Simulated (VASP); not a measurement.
# Ir (Fm-3m) in VASP: a series of runs, part 2 of 2

VASP 6.6.1.

## Step 3: Relaxation of cell and atoms, r2SCAN

This run uses another cell than the first one, of 14.15 Å³/atom.

POSCAR

```
Ir
1.0
    0.0000000000      1.9197388244      1.9197388244
    1.9197388244      0.0000000000      1.9197388244
    1.9197388244      1.9197388244      0.0000000000
Ir
1
Direct
    0.0000000000      0.0000000000      0.0000000000
```

INCAR.step1

```
SYSTEM = Ir
  PREC = Accurate
  ENCUT = 600
  ISMEAR = -1
  SIGMA = 0.05
  LREAL = .False.
  LASPH = .True.
  NELM = 100
  GGA = PE
  ALGO = Normal
  EDIFF = 1E-4
  LWAVE = .True.
  LCHARG = .False.
```

INCAR.step2

```
SYSTEM = Ir
  PREC = Accurate
  ENCUT = 600
  EDIFF = 1E-7
  ISMEAR = -1
  SIGMA = 0.05
  LREAL = .False.
  LASPH = .True.
  NELM = 100
  ALGO = Normal
  ISIF = 3
  LWAVE = .False.
  LCHARG = .False.
  METAGGA = R2SCAN
  LMIXTAU = .True.
  IBRION = 2
  NSW = 60
  EDIFFG = -0.005
  ISTART = 1
```

KPOINTS

```
Automatic mesh
0
Gamma
  17 17 17
  0 0 0
```

Potentials or basis: VASP PAW PBE potentials, release 64 (Ir).

Launch:

```bash
> cat potpaw_PBE.64/Ir/POTCAR > POTCAR
> cp INCAR.step1 INCAR
> mpirun -np 1 vasp_std > vasp.out
> cp INCAR.step2 INCAR
> mpirun -np 1 vasp_std > vasp.out
```

OUTCAR:

```text
SYSTEM = Ir
   PREC = Accurate
   ENCUT = 600
   EDIFF = 1E-7
   ISMEAR = -1
   LREAL = .False.
   LASPH = .True.
   NELM = 100
   ISIF = 3
   METAGGA = R2SCAN
   IBRION = 2
   NSW = 60
   EDIFFG = -0.005
   ISTART = 1

 ion  position               nearest neighbor table
   1  0.000  0.000  0.000-

  LATTYP: Found a face centered cubic cell.
 ALAT       =     3.8394776488

  Lattice vectors:

 A1 = (   0.0000000000,   1.9197388244,   1.9197388244)
 A2 = (   1.9197388244,   0.0000000000,   1.9197388244)
 A3 = (   1.9197388244,   1.9197388244,   0.0000000000)

Analysis of symmetry for initial positions (statically):
=====================================================================
 Subroutine PRICEL returns:
 Original cell was already a primitive cell.

 Routine SETGRP: Setting up the symmetry group for a
 face centered cubic supercell.

 Subroutine GETGRP returns: Found 48 space group operations
 (whereof 48 operations were pure point group operations)
 out of a pool of 48 trial point group operations.

The static configuration has the point symmetry O_h .

Analysis of symmetry for dynamics (positions and initial velocities):
=====================================================================
 Subroutine PRICEL returns:
 Original cell was already a primitive cell.

 Routine SETGRP: Setting up the symmetry group for a
 face centered cubic supercell.

 Subroutine GETGRP returns: Found 48 space group operations
 (whereof 48 operations were pure point group operations)
 out of a pool of 48 trial point group operations.

The dynamic configuration has the point symmetry O_h .

 Subroutine INISYM returns: Found 48 space group operations
 (whereof 48 operations are pure point group operations),
 and found     1 'primitive' translations

----------------------------------------------------------------------------------------

                                     Primitive cell

  volume of cell :      14.1500

  direct lattice vectors                    reciprocal lattice vectors
     0.000000000  1.919738824  1.919738824    -0.260452096  0.260452096  0.260452096
     1.919738824  0.000000000  1.919738824     0.260452096 -0.260452096  0.260452096
     1.919738824  1.919738824  0.000000000     0.260452096  0.260452096 -0.260452096

  length of vectors
     2.714920682  2.714920682  2.714920682     0.451116263  0.451116263  0.451116263

  position of ions in fractional coordinates (direct lattice)
     0.000000000  0.000000000  0.000000000

  ion indices of the primitive-cell ions
   primitive index   ion index
                 1           1

----------------------------------------------------------------------------------------

 KPOINTS: Automatic mesh

Automatic generation of k-mesh.
 Grid dimensions read from file:
 generate k-points for:   17   17   17

 Generating k-lattice:

  Cartesian coordinates                     Fractional coordinates (reciprocal lattice)
    -0.015320712  0.015320712  0.015320712     0.058823529  0.000000000  0.000000000
     0.015320712 -0.015320712  0.015320712     0.000000000  0.058823529  0.000000000
     0.015320712  0.015320712 -0.015320712     0.000000000  0.000000000  0.058823529

  Length of vectors
     0.026536251  0.026536251  0.026536251

  Shift w.r.t. Gamma in fractional coordinates (k-lattice)
     0.000000000  0.000000000  0.000000000

 Subroutine IBZKPT returns following result:
 ===========================================

 Found    165 irreducible k-points:

 Following reciprocal coordinates:
            Coordinates               Weight
  0.000000  0.000000  0.000000      1.000000
  0.058824  0.000000  0.000000      8.000000
  0.117647  0.000000  0.000000      8.000000
  0.176471  0.000000  0.000000      8.000000
  0.235294  0.000000  0.000000      8.000000
  0.294118  0.000000  0.000000      8.000000
[... 16 lines left out ...]
 -0.176471  0.058824  0.000000     24.000000
 -0.117647  0.058824  0.000000     24.000000
 [... further k-points ...]
   k-points           NKPTS =    165   k-points in BZ     NKDIM =    165   number of bands    NBANDS=      8
   number of dos      NEDOS =    301   number of ions     NIONS =      1
   total plane-waves  NPLWV =  13824
   dimension x,y,z NGX =    24 NGY =   24 NGZ =   24
   dimension x,y,z NGXF=    48 NGYF=   48 NGZF=   48
   ions per type =               1
   NGX,Y,Z   is equivalent  to a cutoff of  14.70, 14.70, 14.70 a.u.
   NGXF,Y,Z  is equivalent  to a cutoff of  29.39, 29.39, 29.39 a.u.
 SYSTEM =  Ir
   PREC   = accura    normal or accurate (medium, high low for compatibility)
   ISTART =      1    job   : 0-new  1-cont  2-samecut
   ICHARG =      0    charge: 1-file 2-atom 10-const
   ISPIN  =      1    spin polarized calculation?
   LNONCOLLINEAR =      F non collinear calculations
   LSORBIT =      F    spin-orbit coupling
   LASPH  =      T    aspherical Exc in radial PAW
   ENCUT  =  600.0 eV  44.10 Ry    6.64 a.u.   5.42  5.42  5.42*2*pi/ulx,y,z
   NELM   =    100;   NELMIN=  2; NELMDL=  0     # of ELM steps
   EDIFF  = 0.1E-06   stopping-criterion for ELM
   LREAL  =      F    real-space projection
   EDIFFG = -.5E-02   stopping-criterion for IOM
   NSW    =     60    number of steps for IOM
   IBRION =      2    ionic relax: 0-MD 1-quasi-New 2-CG
   NFREE  =      1    steps in history (QN), initial steepest desc. (CG)
   ISIF   =      3    stress and relaxation
   ISYM   =      2    0-nonsym 1-usesym 2-fastsym
   POTIM  = 0.5000    time-step for ionic-motion
   TEBEG  =    0.0;   TEEND  =   0.0 temperature during run
   PSTRESS=    0.0 pullay stress
   NELECT =       9.0000    total number of electrons
   NUPDOWN=      -1.0000    fix difference up-down
   EMIN   =  10.00;   EMAX   =-10.00  energy-range for DOS
   EFERMI =   0.00;   METHOD = LEGACY
   ISMEAR =    -1;   SIGMA  =   0.05  broadening in eV -4-tet -1-fermi 0-gaus
   EFERMI_NEDOS =   21; number of points for ismear=-14 and -15
   IALGO  =     38    algorithm
   IMIX   =      4    mixing-type and parameters
     AMIX     =   0.40;   BMIX     =  1.00
     AMIX_MAG =   1.60;   BMIX_MAG =  1.00
  volume/ion in A,a.u.               =      14.15        95.49
  Fermi-wavevector in a.u.,A,eV,Ry     =   1.407895  2.660535 26.969028  1.982168
  Thomas-Fermi vector in A             =   2.530108
   LORBIT       =      0    0 simple, 1 ext, 2 COOP (PROOUT), +10 PAW based schemes
   METAGGA = R2SCAN    functional components
   LHFCALC =     F    Hartree Fock is set to
   AEXX    =    0.0000 exact exchange contribution
   IVDW    =     0    specifies the selected vdW correction
   LEPSILON=     F    determine dielectric tensor
   LRPA    =     F    only Hartree local field effects (RPA)
 conjugate gradient relaxation of ions
 non-spin polarized calculation
  energy-cutoff  :      600.00
  volume of cell :       14.15
 maximum number of plane-waves:       495
 NGX is ok and might be reduce to    24
   NGX = 11   NGY = 11   NGZ = 11

--------------------------------------- Ionic step        1  -------------------------------------------

 number of electron       9.0000000 magnetization

 Free energy of the ion-electron system (eV)
  ---------------------------------------------------
  ext. energy  EPLUGINS =         0.00000000
  ---------------------------------------------------
  free energy    TOTEN  =       -52.36862683 eV

  energy without entropy =      -52.36178496  energy(sigma->0) =      -52.36520590

 E-fermi :  10.0768     XC(G=0): -15.3281

 val. band max:       10.0711744936   @ k =   0.2941   0.2353   0.0000
 cond. band min:      10.0782355273   @ k =  -0.2353   0.3529   0.1176
 fundamental gap:      0.0070610337
 Fermi energy:        10.0767698813

 k-point     1 :       0.0000    0.0000    0.0000
  band No.  band energies     occupation
      1      -1.3543      2.00000
      2       6.1720      2.00000
      3       6.1720      2.00000
      4       6.1720      2.00000
      5       8.8832      2.00000
      6       8.8832      2.00000
      7      25.2772      0.00000
      8      31.1396      0.00000
[... 320 lines left out ...]
  energy  without entropy=      -52.3369608480  energy(sigma->0) =      -52.34065375

--------------------------------------- Ionic step        3  -------------------------------------------

 number of electron       9.0000000 magnetization

 Free energy of the ion-electron system (eV)
  ---------------------------------------------------
  ext. energy  EPLUGINS =         0.00000000
  ---------------------------------------------------
  free energy    TOTEN  =       -52.37038431 eV

  energy without entropy =      -52.36343570  energy(sigma->0) =      -52.36691001

 E-fermi :   9.8996     XC(G=0): -15.2565

 val. band max:        9.8902292134   @ k =   0.2941   0.2353   0.0000
 cond. band min:       9.9010051547   @ k =  -0.2353   0.3529   0.1176
 fundamental gap:      0.0107759413
 Fermi energy:         9.8996304110

 k-point     1 :       0.0000    0.0000    0.0000
  band No.  band energies     occupation
      1      -1.4190      2.00000
      2       6.0562      2.00000
      3       6.0562      2.00000
      4       6.0562      2.00000
      5       8.7214      2.00000
      6       8.7214      2.00000
      7      25.1197      0.00000
      8      30.9178      0.00000
[... 281 lines left out ...]
  FREE ENERGIE OF THE ION-ELECTRON SYSTEM (eV)
  ---------------------------------------------------
  free  energy   TOTEN  =       -52.3703843112 eV

  energy  without entropy=      -52.3634357012  energy(sigma->0) =      -52.36691001

 reached required accuracy - stopping structural energy minimisation
```

It took 2.9 min on 1 thread of Intel Xeon 8259CL, shared host; peak memory 0.18 GiB.

What came out:

- Free energy: -52.3704 eV
- Relaxed volume: 14.30 Å³/atom
- Relaxed cell: a = 2.724 Å, b = 2.724 Å, c = 2.724 Å, α = 60.00°, β = 60.00°, γ = 60.00°
- Space group after relaxing (to 0.1 Å): Fm-3m (No. 225)
- Energy gained by relaxing: 1.8 meV/atom
- Ionic steps: 3
- Pressure after relaxing: 0.0 GPa
- Band gap on the k mesh: zero (an odd number of electrons rules out a gap without spin polarisation)

Step by step:
```tsv
step	energy change (eV)	largest force (eV/Å)	pressure (GPa)	volume (Å³)
1	0.0000	0.0000	3.97	14.15
2	0.0243	0.0000	-13.64	14.88
3	-0.0018	0.0000	-0.05	14.30
```

Final structure:
```
CELL_PARAMETERS angstrom
0.00000 1.92637 1.92637
1.92637 0.00000 1.92637
1.92637 1.92637 0.00000
ATOMIC_POSITIONS crystal
Ir 0.00000 0.00000 0.00000
```

Caveat: the PAW data sets were made with another functional, which shifts forces and pressure a little; spin-orbit coupling is left out, which moves the levels of the heavy elements.
